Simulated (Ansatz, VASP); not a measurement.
# CrSiB3: VASP beside Ansatz

```xyz
5
Lattice="3.9248 0.0000 0.0000 0.0000 3.9248 0.0000 0.0000 0.0000 3.9248" Properties=species:S:1:pos:R:3 pbc="T T T"
Cr    1.9624    1.9624    1.9624
Si    0.0000    0.0000    0.0000
B     1.9624    0.0000    0.0000
B     0.0000    1.9624    0.0000
B     0.0000    0.0000    1.9624
```

Alike in both runs: functional PBE; k mesh 6 × 6 × 6; occupations gaussian, width 0.1 eV; collinear spin.

Ansatz relaxed the structure, and its values are those at the end. VASP's run is a single point on that final structure, the one shown.

|  | VASP | Ansatz |
| --- | --- | --- |
| version | VASP 6.6.1 | Ansatz 0.2.0 |
| potentials or method | VASP PAW PBE potentials, release 64 (Cr_pv, Si, B), cutoff 520 eV | scalar-relativistic, plane waves, PAW |
| valence electrons in the cell | 25 | 27 |

Ansatz gave:

- gap on the k mesh at the Fermi level (eV): none
- pressure (GPa): 0.0
- net moment per atom (μB): 0.71
- size of the moment on the site where the two differ most (μB): 3.47

What did VASP give for the same quantities?

gap on the k mesh at the Fermi level (eV): none; pressure (GPa): -4.6; net moment per atom (μB): 0.09; size of the moment on the site where the two differ most (μB): 0.53.

The net moments are unlike, so the other rows may belong to different states. Site moments also hang on the region over which each program counts them. A gap of «none» marks a metal or a gap that the smearing closes. VASP's potentials hold 25 valence electrons a cell and Ansatz's 27, so a difference there can come from the potentials and not from the codes.
